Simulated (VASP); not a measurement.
# CdF2 (P-4m2) in VASP: further runs

Runs on CdF2. Level: PBE. Tasks: single point.

All numbers are computed with VASP 6.6.1; they aren't measurements. Logs are shortened: lines on timing, memory, paths and dates and some standing lists are left out, and cuts for length are marked.

## 1. The cell of the first run

It takes space group P-4m2 (No. 115, tetragonal). Conventional cell: a = 3.781 Å, b = 3.781 Å, c = 3.296 Å, α = 90.00°, β = 90.00°, γ = 90.00°. Cd (site symmetry -4m2) has 8 F at 2.18 to 2.90 Å within 3.0 Å. F (site symmetry 2mm) has 4 Cd at 2.18 to 2.90 Å and 4 F at 2.90 Å within 3.0 Å.

## 2. Single point, PBE (atoms taken out)

INCAR reads:

```
SYSTEM = CdF2
PREC     = Accurate       ! precision mode
ENCUT    = 520            ! plane-wave cutoff, eV
EDIFF    = 1E-6           ! SCF threshold, eV
ISMEAR   = 0              ! smearing method
SIGMA    = 0.02           ! smearing width, eV
LREAL    = .False.        ! projectors in reciprocal space
LASPH    = .True.         ! aspherical terms in the spheres
NELM     = 80             ! most SCF steps
ALGO     = Normal         ! electronic algorithm
ISIF     = 2              ! what is computed and relaxed
LWAVE    = .False.        ! write WAVECAR
LCHARG   = .False.        ! write CHGCAR
GGA      = PE             ! functional
NBANDS   = 20             ! bands
```

KPOINTS reads:

```
regular mesh
0
Gamma
  6 6 4
  0 0 0
```

POSCAR reads:

```
CdF2
1.0
    3.7806316244      0.0000000000      0.0000000000
    0.0000000000      3.7806316244      0.0000000000
    0.0000000000      0.0000000000      3.2956069518
Cd F
1 2
Direct
    0.0000000000      0.0000000000      0.0000000000
    0.5000000000      0.0000000000      0.3310550482
    0.0000000000      0.5000000000      0.6689449518
```

Potentials or basis: VASP PAW PBE potentials, release 64 (Cd, F).

Started as:

```
$ cat potpaw_PBE.64/Cd/POTCAR potpaw_PBE.64/F/POTCAR > POTCAR
$ mpirun -np 1 vasp_std > vasp.out
```

OUTCAR:

```text
SYSTEM = CdF2
   PREC = Accurate
   ENCUT = 520
   EDIFF = 1E-6
   ISMEAR = 0
   LREAL = .False.
   LASPH = .True.
   NELM = 80
   ISIF = 2
   GGA = PE

 ion  position               nearest neighbor table
   1  0.000  0.000  0.000-   2 2.18   3 2.18   3 2.18   2 2.18
   2  0.500  0.000  0.331-   1 2.18   1 2.18
   3  0.000  0.500  0.669-   1 2.18   1 2.18

  LATTYP: Found a simple tetragonal cell.
 ALAT       =     3.7806316244
 C/A-ratio  =     0.8717080317

  Lattice vectors:

 A1 = (   3.7806316244,   0.0000000000,   0.0000000000)
 A2 = (   0.0000000000,   3.7806316244,   0.0000000000)
 A3 = (   0.0000000000,   0.0000000000,   3.2956069518)

Analysis of symmetry for initial positions (statically):
=====================================================================
 Subroutine PRICEL returns:
 Original cell was already a primitive cell.

 Routine SETGRP: Setting up the symmetry group for a
 simple tetragonal supercell.

 Subroutine GETGRP returns: Found  8 space group operations
 (whereof  8 operations were pure point group operations)
 out of a pool of 16 trial point group operations.

The static configuration has the point symmetry D_2d.

Analysis of symmetry for dynamics (positions and initial velocities):
=====================================================================
 Subroutine PRICEL returns:
 Original cell was already a primitive cell.

 Routine SETGRP: Setting up the symmetry group for a
 simple tetragonal supercell.

 Subroutine GETGRP returns: Found  8 space group operations
 (whereof  8 operations were pure point group operations)
 out of a pool of 16 trial point group operations.

The dynamic configuration has the point symmetry D_2d.

 Subroutine INISYM returns: Found  8 space group operations
 (whereof  8 operations are pure point group operations),
 and found     1 'primitive' translations

----------------------------------------------------------------------------------------

                                     Primitive cell

  volume of cell :      47.1047

  direct lattice vectors                    reciprocal lattice vectors
     3.780631624  0.000000000  0.000000000     0.264506067  0.000000000  0.000000000
     0.000000000  3.780631624  0.000000000     0.000000000  0.264506067  0.000000000
     0.000000000  0.000000000  3.295606952     0.000000000  0.000000000  0.303434243

  length of vectors
[... 82 lines left out ...]
   ENCUT  =  520.0 eV  38.22 Ry    6.18 a.u.   7.03  7.03  6.13*2*pi/ulx,y,z
   NELM   =     80;   NELMIN=  2; NELMDL= -5     # of ELM steps
   EDIFF  = 0.1E-05   stopping-criterion for ELM
   LREAL  =      F    real-space projection
   EDIFFG = 0.1E-04   stopping-criterion for IOM
   NSW    =      0    number of steps for IOM
   IBRION =     -1    ionic relax: 0-MD 1-quasi-New 2-CG
   NFREE  =      0    steps in history (QN), initial steepest desc. (CG)
   ISIF   =      2    stress and relaxation
   ISYM   =      2    0-nonsym 1-usesym 2-fastsym
   POTIM  = 0.5000    time-step for ionic-motion
   TEBEG  =    0.0;   TEEND  =   0.0 temperature during run
   PSTRESS=    0.0 pullay stress
   NELECT =      26.0000    total number of electrons
   NUPDOWN=      -1.0000    fix difference up-down
   EMIN   =  10.00;   EMAX   =-10.00  energy-range for DOS
   EFERMI =   0.00;   METHOD = LEGACY
   ISMEAR =     0;   SIGMA  =   0.02  broadening in eV -4-tet -1-fermi 0-gaus
   EFERMI_NEDOS =   21; number of points for ismear=-14 and -15
   IALGO  =     38    algorithm
   IMIX   =      4    mixing-type and parameters
     AMIX     =   0.40;   BMIX     =  1.00
     AMIX_MAG =   1.60;   BMIX_MAG =  1.00
  volume/ion in A,a.u.               =      15.70       105.96
  Fermi-wavevector in a.u.,A,eV,Ry     =   1.342903  2.537718 24.536581  1.803388
  Thomas-Fermi vector in A             =   2.471020
   LORBIT       =      0    0 simple, 1 ext, 2 COOP (PROOUT), +10 PAW based schemes
   GGA     = PE    functional components
   LHFCALC =     F    Hartree Fock is set to
   AEXX    =    0.0000 exact exchange contribution
   IVDW    =     0    specifies the selected vdW correction
   LEPSILON=     F    determine dielectric tensor
   LRPA    =     F    only Hartree local field effects (RPA)
 non-spin polarized calculation
 Gauss-broadening in eV      SIGMA  =   0.02
  energy-cutoff  :      520.00
  volume of cell :       47.10
 maximum number of plane-waves:      1296
   NGX = 15   NGY = 15   NGZ = 13

 number of electron      25.9999961 magnetization

 Free energy of the ion-electron system (eV)
  ---------------------------------------------------
  ext. energy  EPLUGINS =         0.00000000
  ---------------------------------------------------
  free energy    TOTEN  =       -10.38247470 eV

  energy without entropy =      -10.38247470  energy(sigma->0) =      -10.38247470

 E-fermi :  -2.5717     XC(G=0):  -9.3755

 val. band max:       -2.7512705436   @ k =   0.5000   0.5000   0.5000
 cond. band min:      -0.1295625538   @ k =   0.0000   0.0000   0.0000
 fundamental gap:      2.6217079898
 Fermi energy:        -2.5717169811

 k-point     1 :       0.0000    0.0000    0.0000
  band No.  band energies     occupation
      1     -22.7987      2.00000
      2     -22.3600      2.00000
      3      -8.0903      2.00000
      4      -7.8304      2.00000
      5      -7.8304      2.00000
      6      -7.4640      2.00000
[... 541 lines left out ...]
     19      15.1518      0.00000
     20      17.2721      0.00000

 [... further k-points ...]

------------------------ aborting loop because EDIFF is reached ----------------------------------------

  FORCE on cell =-STRESS in cart. coord.  units (eV):
  Direction    XX          YY          ZZ          XY          YZ          ZX
  --------------------------------------------------------------------------------------
  -------------------------------------------------------------------------------------
  Total        0.2216455      0.2216455      0.1337261      0.0000000      0.0000000      0.0000000
  in kB        7.5388547      7.5388547      4.5484415      0.0000000      0.0000000      0.0000000
  external PRESSURE =       6.5420503 kB  Pullay stress =       0.0000000 kB

 VOLUME and BASIS-vectors are now :
 -----------------------------------------------------------------------------
  energy-cutoff  :      520.00
  volume of cell :       47.10
      direct lattice vectors                 reciprocal lattice vectors
     3.780631624  0.000000000  0.000000000     0.264506067  0.000000000  0.000000000
     0.000000000  3.780631624  0.000000000     0.000000000  0.264506067  0.000000000
     0.000000000  0.000000000  3.295606952     0.000000000  0.000000000  0.303434243

 POSITION                                       TOTAL-FORCE (eV/Angst)
 -----------------------------------------------------------------------------------
      0.00000      0.00000      0.00000        -0.000000      0.000000      0.000000
      1.89032      0.00000      1.09103         0.000000      0.000000      0.086433
      0.00000      1.89032      2.20458         0.000000      0.000000     -0.086433
 -----------------------------------------------------------------------------------
    total drift:                                0.000000      0.000000     -0.000000

  FREE ENERGIE OF THE ION-ELECTRON SYSTEM (eV)
  ---------------------------------------------------
  free  energy   TOTEN  =       -10.3824746980 eV

  energy  without entropy=      -10.3824746980  energy(sigma->0) =      -10.38247470
```

stdout:

```text
POSCAR found type information on POSCAR CdF
 POSCAR found :  2 types and       3 ions
 scaLAPACK will be used
 LDA part: xc-table for (Slater+PW92), standard interpolation
 POSCAR, INCAR and KPOINTS ok, starting setup
 FFT: planning ... GRIDC
 FFT: planning ... GRID_SOFT
 FFT: planning ... GRID
 WAVECAR not read
 entering main loop
```

Run time: 12 s. Hardware: 1 thread of Intel Xeon 6975P-C (Granite Rapids), shared host; peak memory 0.16 GiB.

Results:

* Free energy: -10.3825 eV
* Pressure: 0.7 GPa
* Largest force: 0.086 eV/Å
* Band gap on the k mesh: 2.62 eV (least direct gap 2.74 eV)

Forces on the atoms (eV/Å):
```
Cd   0.000  0.000  0.000
F    0.000  0.000  0.086
F    0.000  0.000 -0.086
```

Stress tensor (GPa, compression positive):
```
0.75 0.00 0.00
0.00 0.75 0.00
0.00 0.00 0.45
```

Caveat: the k points lie up to 0.48 Å⁻¹ apart; the cell differs from its parent crystal (atoms taken out). A k mesh can miss the band edges.

## 3. Single point, PBE (atoms taken out)

INCAR reads:

```
PREC = Accurate ; ENCUT = 520
EDIFF = 1E-6 ; ISMEAR = 0
SIGMA = 0.1 ; LREAL = False
LASPH = True ; NELM = 100
ALGO = Normal ; ISIF = 2
LWAVE = False ; LCHARG = False
GGA = PE ; NBANDS = 20
```

KPOINTS reads:

```
Automatic mesh
0
Gamma
  4 4 4
```

POSCAR reads:

```
CdF2
1.0
    3.8524944417      0.0000000000      0.0000000000
    0.0000000000      3.8524944417      0.0000000000
    0.0000000000      0.0000000000      5.5599671426
Cd F
1 2
Direct
    0.0000000000      0.0000000000      0.0000000000
    0.5000000000      0.0000000000      0.1712881996
    0.0000000000      0.5000000000      0.8287118004
```

Potentials or basis: VASP PAW PBE potentials, release 64 (Cd, F).

Started as:

```
$ cat potpaw_PBE.64/Cd/POTCAR potpaw_PBE.64/F/POTCAR > POTCAR
$ mpirun -np 1 vasp_std > vasp.out
```

Wall time 17 s (1 thread of Intel Xeon 6975P-C (Granite Rapids), shared host); peak memory 0.19 GiB.

It converged, with:

```
Free energy            : -10.2243 eV
Pressure               : 0.3 GPa
Largest force          : 0.072 eV/Å
Band gap on the k mesh : 3.54 eV (least direct gap 3.59 eV)
```

Forces in eV/Å, atoms in the order of the input:
```
Cd   0.000  0.000  0.000
F    0.000  0.000  0.072
F    0.000  0.000 -0.072
```

Stress tensor (GPa, compression positive):
```
 0.48  0.00  0.00
 0.00  0.48  0.00
 0.00  0.00 -0.08
```

Levels at points of the mesh, in eV from the valence-band top:
| k point | band 10 | band 11 | band 12 | band 13 | band 14 | band 15 | band 16 | band 17 |
| --- | --- | --- | --- | --- | --- | --- | --- | --- |
| (0.00, 0.00, 0.00) | -1.10 | -0.21 | -0.21 | -0.05 | 3.54 | 8.25 | 10.06 | 13.02 |
| (0.50, 0.00, 0.00) | -0.79 | -0.59 | -0.32 | -0.05 | 5.82 | 8.18 | 9.78 | 11.95 |
| (0.50, 0.50, 0.00) | -1.02 | -0.64 | -0.54 | -0.52 | 7.86 | 9.11 | 9.11 | 11.71 |
| (0.00, 0.00, 0.50) | -1.09 | -0.22 | -0.22 | -0.16 | 4.13 | 6.63 | 12.52 | 13.24 |
| (0.50, 0.00, 0.50) | -0.79 | -0.54 | -0.32 | -0.02 | 6.04 | 8.42 | 8.90 | 10.16 |
| (0.50, 0.50, 0.50) | -1.04 | -0.68 | -0.55 | -0.51 | 8.02 | 9.60 | 9.60 | 10.05 |

Caveat: the cell differs from its parent crystal (atoms taken out). A k mesh can miss the band edges.

## 4. Single point, PBE (atoms taken out)

INCAR reads:

```
PREC = Accurate
ENCUT = 520
EDIFF = 1E-6
ISMEAR = 0
SIGMA = 0.1
LREAL = F
LASPH = T
NELM = 100
ALGO = Normal
ISIF = 2
LWAVE = F
LCHARG = T
GGA = PE
LELF = T
LVHAR = T
NBANDS = 20
```

KPOINTS reads:

```
regular mesh
0
Gamma
  4 4 4
```

POSCAR reads:

```
CdF2
1.0
    4.0836437200      0.0000000000      0.0000000000
    0.0000000000      4.0836437200      0.0000000000
    0.0000000000      0.0000000000      5.7751443400
Cd F
1 2
Direct
    0.0000000000      0.0000000000      0.0000000000
    0.5000000000      0.0000000000      0.2500000000
    0.0000000000      0.5000000000      0.7500000000
```

Potentials or basis: VASP PAW PBE potentials, release 64 (Cd, F).

Started as:

```
$ cat potpaw_PBE.64/Cd/POTCAR potpaw_PBE.64/F/POTCAR > POTCAR
$ mpirun -np 1 vasp_std > vasp.out
```

OUTCAR:

```text
PREC = Accurate
   ENCUT = 520
   EDIFF = 1E-6
   ISMEAR = 0
   LREAL = F
   LASPH = T
   NELM = 100
   ISIF = 2
   GGA = PE

 ion  position               nearest neighbor table
   1  0.000  0.000  0.000-   2 2.50   3 2.50   3 2.50   2 2.50
   2  0.500  0.000  0.250-   1 2.50   1 2.50
   3  0.000  0.500  0.750-   1 2.50   1 2.50

  LATTYP: Found a simple tetragonal cell.
 ALAT       =     4.0836437200
 C/A-ratio  =     1.4142135642
[... 598 lines left out ...]

  FORCE on cell =-STRESS in cart. coord.  units (eV):
  Direction    XX          YY          ZZ          XY          YZ          ZX
  --------------------------------------------------------------------------------------
  -------------------------------------------------------------------------------------
  Total       -4.6610748     -4.6610748     -5.9229138      0.0000000      0.0000000      0.0000000
  in kB      -77.5422003    -77.5422003    -98.5343059      0.0000000      0.0000000      0.0000000
  external PRESSURE =     -84.5395688 kB  Pullay stress =       0.0000000 kB

 VOLUME and BASIS-vectors are now :
 -----------------------------------------------------------------------------
  energy-cutoff  :      520.00
  volume of cell :       96.31
      direct lattice vectors                 reciprocal lattice vectors
     4.083643720  0.000000000  0.000000000     0.244879345  0.000000000  0.000000000
     0.000000000  4.083643720  0.000000000     0.000000000  0.244879345  0.000000000
     0.000000000  0.000000000  5.775144340     0.000000000  0.000000000  0.173155845

 POSITION                                       TOTAL-FORCE (eV/Angst)
 -----------------------------------------------------------------------------------
      0.00000      0.00000      0.00000        -0.000000     -0.000000      0.000000
      2.04182      0.00000      1.44379         0.000000      0.000000     -1.919947
      0.00000      2.04182      4.33136         0.000000     -0.000000      1.919947
 -----------------------------------------------------------------------------------
    total drift:                                0.000000      0.000000     -0.000000

  FREE ENERGIE OF THE ION-ELECTRON SYSTEM (eV)
  ---------------------------------------------------
  free  energy   TOTEN  =        -8.7878900992 eV

  energy  without entropy=       -8.7878900992  energy(sigma->0) =       -8.78789010
```

OSZICAR:

```text
N       E                     dE             d eps       ncg     rms          rms(c)
DAV:   1     0.188278282180E+03    0.18828E+03   -0.13197E+04   728   0.114E+03
DAV:   2     0.176532179717E+00   -0.18810E+03   -0.18065E+03   840   0.300E+02
DAV:   3    -0.121948014133E+02   -0.12371E+02   -0.12322E+02   804   0.808E+01
DAV:   4    -0.122723807885E+02   -0.77579E-01   -0.77575E-01   752   0.704E+00
DAV:   5    -0.122727892557E+02   -0.40847E-03   -0.40847E-03   812   0.473E-01    0.926E+00
DAV:   6    -0.896947913931E+01    0.33033E+01   -0.95521E+00   904   0.581E+01    0.550E+00
DAV:   7    -0.893269962286E+01    0.36780E-01   -0.17728E+00   728   0.104E+01    0.303E+00
DAV:   8    -0.880299179955E+01    0.12971E+00   -0.55816E-01   776   0.556E+00    0.118E+00
DAV:   9    -0.878568272362E+01    0.17309E-01   -0.77597E-02   756   0.186E+00    0.363E-01
DAV:  10    -0.878936623407E+01   -0.36835E-02   -0.17448E-02   720   0.133E+00    0.234E-01
DAV:  11    -0.878914244515E+01    0.22379E-03   -0.13556E-02   720   0.805E-01    0.285E-01
DAV:  12    -0.878794001404E+01    0.12024E-02   -0.75170E-03   744   0.528E-01    0.692E-02
DAV:  13    -0.878793226800E+01    0.77460E-05   -0.11495E-04   756   0.830E-02    0.403E-02
DAV:  14    -0.878788957952E+01    0.42688E-04   -0.90235E-05   772   0.589E-02    0.885E-03
DAV:  15    -0.878789027003E+01   -0.69051E-06   -0.13433E-05   744   0.237E-02    0.497E-03
DAV:  16    -0.878789009919E+01    0.17084E-06   -0.71497E-07   540   0.654E-03
   1 F= -.87878901E+01 E0= -.87878901E+01  d E =-.478390E-14
```

stdout:

```text
POSCAR found type information on POSCAR CdF
 POSCAR found :  2 types and       3 ions
 scaLAPACK will be used
 LDA part: xc-table for (Slater+PW92), standard interpolation
 POSCAR, INCAR and KPOINTS ok, starting setup
 FFT: planning ... GRIDC
 FFT: planning ... GRID_SOFT
 FFT: planning ... GRID
 WAVECAR not read
 entering main loop
```

Wall time 16 s (1 thread of Intel Xeon 6975P-C (Granite Rapids), shared host); peak memory 0.2 GiB.

What came out:

```
Free energy            : -8.7879 eV
Pressure               : -8.5 GPa
Largest force          : 1.920 eV/Å
Band gap on the k mesh : 2.11 eV (least direct gap 2.12 eV)
```

Forces on the atoms (eV/Å):
```
Cd   0.000  0.000  0.000
F    0.000  0.000 -1.920
F    0.000  0.000  1.920
```

Levels at points of the mesh, in eV from the valence-band top:
| k point | band 10 | band 11 | band 12 | band 13 | band 14 | band 15 | band 16 | band 17 |
| --- | --- | --- | --- | --- | --- | --- | --- | --- |
| (0.00, 0.00, 0.00) | -0.62 | -0.18 | -0.01 | -0.01 | 2.11 | 7.48 | 9.89 | 10.53 |
| (0.50, 0.00, 0.00) | -0.55 | -0.42 | -0.22 | 0.00 | 3.48 | 6.40 | 8.96 | 11.07 |
| (0.50, 0.50, 0.00) | -0.53 | -0.53 | -0.25 | -0.10 | 4.64 | 7.17 | 7.17 | 10.43 |
| (0.00, 0.00, 0.50) | -0.59 | -0.31 | -0.03 | -0.03 | 2.52 | 6.35 | 10.51 | 10.51 |
| (0.50, 0.00, 0.50) | -0.54 | -0.34 | -0.12 | 0.00 | 3.52 | 6.64 | 8.06 | 10.33 |
| (0.50, 0.50, 0.50) | -0.55 | -0.55 | -0.18 | -0.16 | 4.63 | 7.45 | 7.45 | 9.65 |

Caveat: the cell differs from its parent crystal (atoms taken out); the cell stands under tension; forces of over 1 eV/Å act on the atoms, so gaps and moduli don't describe the material at rest. A k mesh can miss the band edges.

## 5. Overview

| cell | k mesh | smearing | gap on the mesh (eV) | pressure (GPa) | largest force (eV/Å) |
| --- | --- | --- | --- | --- | --- |
| a = 3.781, b = 3.781, c = 3.296 Å, 3 atoms, atomic positions A | 6 × 6 × 4 | gaussian 0.02 eV | 2.62 | 0.7 | 0.09 |
| a = 3.852, b = 3.852, c = 5.560 Å, 3 atoms, atomic positions B | 4 × 4 × 4 | gaussian 0.1 eV | 3.54 | 0.3 | 0.07 |
| a = 4.084, b = 4.084, c = 5.775 Å, 3 atoms, atomic positions C | 4 × 4 × 4 | gaussian 0.1 eV | 2.11 | -8.5 | 1.92 |

Alike in all rows: task single point; level PBE; potentials or basis VASP PAW PBE potentials, release 64 (Cd, F); no spin polarisation; cutoff (eV) 520.

Caveats: some runs use coarse meshes; the cell stands under tension (at least some runs); forces of over 1 eV/Å act on the atoms, so gaps and moduli don't describe the material at rest (at least some runs).

Absolute energies hang on the potentials; compare differences alone.
